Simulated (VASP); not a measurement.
# TiCo: single point with PBEsol

TiCo:

```xyz
2
Lattice="2.9278 0.0000 0.0000 0.0000 2.9278 0.0000 0.0000 0.0000 2.9278" Properties=species:S:1:pos:R:3 pbc="T T T"
Co    1.4639    1.4639    1.4639
Ti    0.0000    0.0000    0.0000
```

```
Program             : VASP 6.6.1
Task                : single point
Functional          : PBEsol
Potentials or basis : VASP PAW PBE potentials, release 64 (Co, Ti_sv)
Cutoff              : 520 eV
k mesh              : 9 × 9 × 9
Occupations         : fermi-dirac, width 0.05 eV
Spin                : collinear spin, ferromagnetic start
Starting moments    : [2.0, 1.0] μB
```

```
Pressure                                              : 1.4 GPa
Net moment                                            : 0.56 μB per cell
Site moments                                          : Co +0.60; Ti -0.02 μB
Valence electrons inside the program's atomic spheres : Co 8.40; Ti 10.38
```

Levels at points of the mesh, in eV from the Fermi level:
Spin up:
```
           k point  band 7  band 8  band 9  band 10  band 11  band 12  band 13  band 14
(0.00, 0.00, 0.00)   -4.34   -1.83   -1.83    -1.83     0.61     0.61     2.89     2.89
```
Spin down:
| k point | band 8 | band 9 | band 10 | band 11 | band 12 | band 13 |
| --- | --- | --- | --- | --- | --- | --- |
| (0.00, 0.00, 0.00) | -1.46 | -1.46 | -1.46 | 0.95 | 0.95 | 2.96 |

Wall time 38 s on 1 thread of AMD EPYC 9R45 96-Core Processor (Zen 5), with other jobs on the host, peak memory 0.14 GiB.

Caveat: the PAW data sets were made with another functional, which shifts forces and pressure a little.
